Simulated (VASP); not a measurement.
Set up this calculation in VASP 6.6.1, as the native input.

* Task: relaxation of cell and atoms
* Functional: PBE
* Potentials or basis: VASP PAW PBE potentials, release 64 (Dy_3, C), 4f in core
* Cutoff: 600 eV
* k mesh: 4 × 4 × 4
* Occupations: gaussian, width 0.2 eV
* Spin: no spin polarisation
* Dipole correction: no
* Mended: yes
* Further INCAR settings: ALGO = Normal; EDIFF = 1e-07; IBRION = 2; EDIFFG = -0.08; NSW = 36; ISIF = 3

The structure of Dy5C lies in POSCAR:

```
Dy5C
1.0
    0.0000000000      4.1184937500      4.1184937500
    4.1184937500      0.0000000000      4.1184937500
    4.1184937500      4.1184937500      0.0000000000
Dy C
5 1
Direct
    0.6261482300      0.6261482300      0.6261482300
    0.6261482300      0.6261482300      0.1215553200
    0.6261482300      0.1215553200      0.6261482300
    0.1215553200      0.6261482300      0.6261482300
    0.0000000000      0.0000000000      0.0000000000
    0.2500000000      0.2500000000      0.2500000000
```

The cell was built from a structure type or drawn by symmetry, and may not be a known phase.

The input as run:

INCAR

```
PREC = Accurate
ENCUT = 600
EDIFF = 1E-7
ISMEAR = 0
SIGMA = 0.2
LREAL = F
LASPH = T
NELM = 200
ALGO = Normal
ISIF = 3
LWAVE = F
LCHARG = F
GGA = PE
IBRION = 2
NSW = 36
EDIFFG = -0.08
GGA_COMPAT = F
NELMIN = 4
LMAXMIX = 6
```

KPOINTS

```
Automatic mesh
0
Gamma
  4 4 4
```

Potentials or basis: VASP PAW PBE potentials, release 64 (Dy_3, C), 4f in core.

The run is started by

```bash
$ cat potpaw_PBE.64/Dy_3/POTCAR potpaw_PBE.64/C/POTCAR > POTCAR
$ mpirun -np 1 vasp_std > vasp.out
```

It gave:

| Property | Result |
| --- | --- |
| Relaxed volume | 29.45 Å³/atom |
| Relaxed cell | a = 6.298 Å, b = 6.298 Å, c = 6.298 Å, α = 60.00°, β = 60.00°, γ = 60.00° |
| Space group after relaxing (to 0.1 Å) | F-43m (No. 216) |
| Energy gained by relaxing | 191.2 meV/atom |
| Ionic steps | 4 |
| Pressure after relaxing | 0.0 GPa |
| Largest force after relaxing | 0.052 eV/Å |
| Band gap on the k mesh | zero (an odd number of electrons rules out a gap without spin polarisation) |

Caveat: the volume moved by over 15 % at a fixed basis, so the end points are rough; spin-orbit coupling is left out, which moves the levels of the heavy elements; the 4f electrons are frozen in the core, so they carry no moment and show no levels; the relaxation stopped at a loose force limit of 0.08 eV/Å, so its end isn't a converged minimum.

It took 3.4 min on 1 thread of Intel(R) Xeon(R) Platinum 8259CL CPU @ 2.50GHz (Skylake/Cascade Lake), with other jobs on the host, peak memory 0.35 GiB.
